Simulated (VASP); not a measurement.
# Ag (Fm-3m) in VASP: further runs

The runs below take Ag through single point, relaxation of cell and atoms, with PBEsol+D4.

All numbers are computed with VASP 6.6.1; they aren't measurements. Logs are shortened: lines on timing, memory, paths and dates and some standing lists are left out, and cuts for length are marked.

**1. The cell of the first run**

Symmetry: Fm-3m, No. 225, cubic system. The conventional cell has a = 4.060 Å, b = 4.060 Å, c = 4.060 Å, α = 90.00°, β = 90.00°, γ = 90.00°. Ag (site symmetry m-3m) has 12 Ag at 2.87 Å within 3.8 Å.

**2. Single point, PBEsol+D4**

Contents of INCAR:

```
PREC = Accurate
ENCUT = 500
EDIFF = 1E-6
ISMEAR = 0
SIGMA = 0.1
LREAL = F
LASPH = T
NELM = 120
ALGO = Normal
ISIF = 2
LWAVE = F
LCHARG = T
GGA = PS
IVDW = 13
LELF = T
LVHAR = T
NBANDS = 12
GGA_COMPAT = F
```

Contents of KPOINTS:

```
Automatic mesh
0
Gamma
  8 8 8
```

Contents of POSCAR:

```
Ag
1.0
    0.0000000000      2.0300000000      2.0300000000
    2.0300000000      0.0000000000      2.0300000000
    2.0300000000      2.0300000000      0.0000000000
Ag
1
Direct
    0.0000000000      0.0000000000      0.0000000000
```

Potentials or basis: VASP PAW PBE potentials, release 64 (Ag).

Launch:

```
$ cat potpaw_PBE.64/Ag/POTCAR > POTCAR
$ mpirun -np 1 vasp_std > vasp.out
```

OUTCAR:

```text
PREC = Accurate
   ENCUT = 500
   EDIFF = 1E-6
   ISMEAR = 0
   LREAL = F
   LASPH = T
   NELM = 120
   ISIF = 2
   GGA = PS
   IVDW = 13

 ion  position               nearest neighbor table
   1  0.000  0.000  0.000-

  LATTYP: Found a face centered cubic cell.
 ALAT       =     4.0600000000

  Lattice vectors:

 A1 = (   0.0000000000,   2.0300000000,   2.0300000000)
 A2 = (   2.0300000000,   0.0000000000,   2.0300000000)
 A3 = (   2.0300000000,   2.0300000000,   0.0000000000)

Analysis of symmetry for initial positions (statically):
=====================================================================
 Subroutine PRICEL returns:
 Original cell was already a primitive cell.

 Routine SETGRP: Setting up the symmetry group for a
 face centered cubic supercell.

 Subroutine GETGRP returns: Found 48 space group operations
 (whereof 48 operations were pure point group operations)
 out of a pool of 48 trial point group operations.

The static configuration has the point symmetry O_h .

Analysis of symmetry for dynamics (positions and initial velocities):
=====================================================================
 Subroutine PRICEL returns:
 Original cell was already a primitive cell.

 Routine SETGRP: Setting up the symmetry group for a
 face centered cubic supercell.

 Subroutine GETGRP returns: Found 48 space group operations
 (whereof 48 operations were pure point group operations)
 out of a pool of 48 trial point group operations.

The dynamic configuration has the point symmetry O_h .

 Subroutine INISYM returns: Found 48 space group operations
 (whereof 48 operations are pure point group operations),
 and found     1 'primitive' translations

----------------------------------------------------------------------------------------

                                     Primitive cell

  volume of cell :      16.7309

  direct lattice vectors                    reciprocal lattice vectors
     0.000000000  2.030000000  2.030000000    -0.246305419  0.246305419  0.246305419
     2.030000000  0.000000000  2.030000000     0.246305419 -0.246305419  0.246305419
     2.030000000  2.030000000  0.000000000     0.246305419  0.246305419 -0.246305419

  length of vectors
     2.870853532  2.870853532  2.870853532     0.426613499  0.426613499  0.426613499

  position of ions in fractional coordinates (direct lattice)
     0.000000000  0.000000000  0.000000000

  ion indices of the primitive-cell ions
   primitive index   ion index
                 1           1

----------------------------------------------------------------------------------------

 KPOINTS: Automatic mesh

[... 80 lines left out ...]
   EMIN   =  10.00;   EMAX   =-10.00  energy-range for DOS
   EFERMI =   0.00;   METHOD = LEGACY
   ISMEAR =     0;   SIGMA  =   0.10  broadening in eV -4-tet -1-fermi 0-gaus
   EFERMI_NEDOS =   21; number of points for ismear=-14 and -15
   IALGO  =     38    algorithm
   IMIX   =      4    mixing-type and parameters
     AMIX     =   0.40;   BMIX     =  1.00
     AMIX_MAG =   1.60;   BMIX_MAG =  1.00
  volume/ion in A,a.u.               =      16.73       112.91
  Fermi-wavevector in a.u.,A,eV,Ry     =   1.423529  2.690080 27.571324  2.026435
  Thomas-Fermi vector in A             =   2.544117
   LORBIT       =      0    0 simple, 1 ext, 2 COOP (PROOUT), +10 PAW based schemes
   GGA     = PS    functional components
   LHFCALC =     F    Hartree Fock is set to
   AEXX    =    0.0000 exact exchange contribution
   IVDW    =    13    specifies the selected vdW correction
   LEPSILON=     F    determine dielectric tensor
   LRPA    =     F    only Hartree local field effects (RPA)
 non-spin polarized calculation
 Gauss-broadening in eV      SIGMA  =   0.10
  energy-cutoff  :      500.00
  volume of cell :       16.73
 maximum number of plane-waves:       444
 NGX is ok and might be reduce to    24
   NGX = 11   NGY = 11   NGZ = 11

 number of electron      11.0000000 magnetization

 Free energy of the ion-electron system (eV)
  ---------------------------------------------------
  ext. energy  EPLUGINS =         0.00000000
  ---------------------------------------------------
  free energy    TOTEN  =        -3.27833830 eV

  energy without entropy =       -3.27530467  energy(sigma->0) =       -3.27682148

 E-fermi :   8.3034     XC(G=0): -12.5241

 val. band max:        8.2288082532   @ k =   0.5000   0.2500   0.1250
 cond. band min:       8.7069398967   @ k =   0.5000   0.3750   0.1250
 fundamental gap:      0.4781316435
 Fermi energy:         8.3033713788

 k-point     1 :       0.0000    0.0000    0.0000
  band No.  band energies     occupation
      1       0.5260      2.00000
      2       3.6651      2.00000
      3       3.6651      2.00000
      4       3.6651      2.00000
      5       4.7484      2.00000
      6       4.7484      2.00000
      7      24.5219      0.00000
      8      28.2075      0.00000
      9      28.2075      0.00000
     10      28.2075      0.00000
     11      33.0737      0.00000
     12      34.3285      0.00000
[... 331 lines left out ...]
 k-point    24 :      -0.3750    0.2500    0.1250
  band No.  band energies     occupation
      1       2.6788      2.00000
      2       3.1899      2.00000
      3       4.0947      2.00000
      4       4.2906      2.00000
      5       5.4950      2.00000
      6      10.7760      0.00000
      7      12.5154      0.00000
      8      21.0331      0.00000
      9      21.1748      0.00000
     10      27.0986      0.00000
     11      31.9522      0.00000
     12      35.9943      0.00000

 [... further k-points ...]

------------------------ aborting loop because EDIFF is reached ----------------------------------------

  DFT-D4 for vdW energy calculation

  Edisp (eV):   -0.33681

  FORCE on cell =-STRESS in cart. coord.  units (eV):
  Direction    XX          YY          ZZ          XY          YZ          ZX
  --------------------------------------------------------------------------------------
  -------------------------------------------------------------------------------------
  Total      -0.32056    -0.32056    -0.32056     0.00000     0.00000    -0.00000
  in kB     -30.69786   -30.69786   -30.69786     0.00000     0.00000    -0.00000
  external pressure =      -30.70 kB  Pullay stress =        0.00 kB

 VOLUME and BASIS-vectors are now :
 -----------------------------------------------------------------------------
  energy-cutoff  :      500.00
  volume of cell :       16.73
      direct lattice vectors                 reciprocal lattice vectors
     0.000000000  2.030000000  2.030000000    -0.246305419  0.246305419  0.246305419
     2.030000000  0.000000000  2.030000000     0.246305419 -0.246305419  0.246305419
     2.030000000  2.030000000  0.000000000     0.246305419  0.246305419 -0.246305419

 POSITION                                       TOTAL-FORCE (eV/Angst)
 -----------------------------------------------------------------------------------
      0.00000      0.00000      0.00000         0.000000      0.000000     -0.000000
 -----------------------------------------------------------------------------------
    total drift:                                0.000000     -0.000000     -0.000000

  FREE ENERGIE OF THE ION-ELECTRON SYSTEM (eV)
  ---------------------------------------------------
  free  energy   TOTEN  =        -3.6151449641 eV

  energy  without entropy=       -3.6121113332  energy(sigma->0) =       -3.61362815
```

Run time: 6.1 s. Hardware: 1 thread of AMD EPYC 7R13 (Zen 3), shared host; peak memory 0.11 GiB.

What came out:

| Property | Result |
| --- | --- |
| Free energy | -3.6151 eV |
| Pressure | -3.1 GPa |
| Band gap on the k mesh | zero (an odd number of electrons rules out a gap without spin polarisation) |
| Dispersion energy per atom | -0.337 eV |

Caveat: the cell stands under tension; the PAW data sets were made with another functional, which shifts forces and pressure a little.

**3. Single point, PBEsol+D4**

This run uses another cell than the first one, of 16.26 Å³/atom.

Contents of INCAR:

```
SYSTEM = Ag
  PREC = Accurate
  ENCUT = 500
  EDIFF = 1E-6
  ISMEAR = 0
  SIGMA = 0.1
  LREAL = .FALSE.
  LASPH = .TRUE.
  NELM = 120
  ALGO = Normal
  ISIF = 2
  LWAVE = .FALSE.
  LCHARG = .FALSE.
  GGA = PS
  IVDW = 13
  NBANDS = 12
  GGA_COMPAT = .FALSE.
```

Contents of KPOINTS:

```
Automatic mesh
0
G
  18 18 18
  0 0 0
```

Contents of POSCAR:

```
Ag
1.0
    0.0000000000      2.0108724174      2.0108724174
    2.0108724174      0.0000000000      2.0108724174
    2.0108724174      2.0108724174      0.0000000000
Ag
1
Direct
    0.0000000000      0.0000000000      0.0000000000
```

Potentials or basis: VASP PAW PBE potentials, release 64 (Ag).

Launch:

```
$ cat potpaw_PBE.64/Ag/POTCAR > POTCAR
$ mpirun -np 1 vasp_std > vasp.out
```

It took 30 s on 1 thread of AMD EPYC 7R13 (Zen 3), shared host; peak memory 0.14 GiB.

Results (log left out):

```yaml
Free_energy: -3.6545 eV
Pressure: -0.3 GPa
Band_gap_on_the_k_mesh: zero (an odd number of electrons rules out a gap without spin polarisation)
Dispersion_energy_per_atom: -0.346 eV
```

Levels at points of the mesh, in eV from the Fermi level:
| k point | band 3 | band 4 | band 5 | band 6 | band 7 | band 8 | band 9 | band 10 |
| --- | --- | --- | --- | --- | --- | --- | --- | --- |
| (0.00, 0.00, 0.00) | -4.91 | -4.91 | -3.77 | -3.77 | 16.12 | 19.97 | 19.97 | 19.97 |
| (0.50, 0.00, 0.00) | -4.93 | -2.90 | -2.90 | -0.55 | 3.90 | 15.36 | 18.34 | 18.34 |
| (0.50, 0.50, 0.00) | -2.93 | -2.67 | -2.67 | 1.53 | 7.14 | 10.88 | 10.88 | 17.78 |

Caveat: the PAW data sets were made with another functional, which shifts forces and pressure a little.

**4. Relaxation of cell and atoms, PBEsol+D4**

Contents of INCAR:

```
PREC     = Accurate       # precision mode
ENCUT    = 500            # plane-wave cutoff, eV
EDIFF    = 1E-7           # SCF threshold, eV
ISMEAR   = 0              # smearing method
SIGMA    = 0.1            # smearing width, eV
LREAL    = False          # projectors in reciprocal space
LASPH    = True           # aspherical terms in the spheres
NELM     = 120            # most SCF steps
ALGO     = Normal         # electronic algorithm
ISIF     = 3              # what is computed and relaxed
LWAVE    = False          # write WAVECAR
LCHARG   = False          # write CHGCAR
GGA      = PS             # functional
IVDW     = 13             # dispersion correction
IBRION   = 2              # ionic algorithm
NSW      = 100            # ionic steps
EDIFFG   = -0.002         # ionic threshold
GGA_COMPAT= False        
NELMIN   = 4
```

Contents of KPOINTS:

```
regular mesh
0
Gamma
  18 18 18
```

Contents of POSCAR:

```
Ag
1.0
    0.0000000000      2.0300000000      2.0300000000
    2.0300000000      0.0000000000      2.0300000000
    2.0300000000      2.0300000000      0.0000000000
Ag
1
Direct
    0.0000000000      0.0000000000      0.0000000000
```

Launch:

```
$ cat potpaw_PBE.64/Ag/POTCAR > POTCAR
$ mpirun -np 1 vasp_std > vasp.out
```

It took 55 s on 1 thread of AMD EPYC 7R13 (Zen 3), shared host; peak memory 0.14 GiB.

Results (log left out):

```
Free energy                           : -3.6547 eV
Relaxed volume                        : 16.23 Å³/atom
Relaxed cell                          : a = 2.842 Å, b = 2.842 Å, c = 2.842 Å, α = 60.00°, β = 60.00°, γ = 60.00°
Space group after relaxing (to 0.1 Å) : Fm-3m (No. 225)
Energy gained by relaxing             : 6.0 meV/atom
Ionic steps                           : 3
Pressure after relaxing               : 0.0 GPa
Band gap on the k mesh                : zero (an odd number of electrons rules out a gap without spin polarisation)
Dispersion energy per atom            : -0.346 eV
```

The path:
```tsv
step	energy change (eV)	largest force (eV/Å)	pressure (GPa)	volume (Å³)
1	0.0000	0.0000	-3.67	16.73
2	-0.0016	0.0000	3.57	15.82
3	-0.0060	0.0000	-0.01	16.23
```

Final structure:
```cif
data_structure
_symmetry_space_group_name_H-M 'P 1'
_symmetry_Int_Tables_number 1
_cell_length_a 2.8418
_cell_length_b 2.8418
_cell_length_c 2.8418
_cell_angle_alpha 60.000
_cell_angle_beta 60.000
_cell_angle_gamma 60.000
_cell_volume 16.23
loop_
_atom_site_label
_atom_site_type_symbol
_atom_site_fract_x
_atom_site_fract_y
_atom_site_fract_z
_atom_site_occupancy
Ag1 Ag 0.00000 0.00000 0.00000 1
```

Levels at points of the mesh, in eV from the Fermi level:
```
           k point  band 4  band 5  band 6  band 7  band 8  band 9
(0.00, 0.00, 0.00)   -4.92   -3.77   -3.77   16.12   19.99   19.99
(0.50, 0.00, 0.00)   -2.90   -2.90   -0.56    3.91   15.36   18.36
(0.50, 0.50, 0.00)   -2.67   -2.67    1.53    7.15   10.89   10.89
```

Caveat: the PAW data sets were made with another functional, which shifts forces and pressure a little.

**5. Summary**

```tsv
task	cell	k mesh	gap on the mesh (eV)	pressure (GPa)
single point	a = 2.871 Å, angles 60.0°, 1 atom	8 × 8 × 8	none	-3.1
single point	a = 2.844 Å, angles 60.0°, 1 atom	18 × 18 × 18	none	-0.3
relaxation of cell and atoms	relaxed from a = 2.871 Å, angles 60.0°, 1 atom	18 × 18 × 18	none	0.0
```

Alike in all rows: level PBEsol+D4; potentials or basis VASP PAW PBE potentials, release 64 (Ag); no spin polarisation; cutoff (eV) 500; smearing gaussian 0.1 eV.

Caveats: the PAW data sets were made with another functional, which shifts forces and pressure a little; the cell stands under tension (at least some runs).

Total energies depend on the potentials used, so only differences within one code and one set of settings carry meaning.

The gap in the log of VASP goes by the Fermi energy; the results here count the filled bands.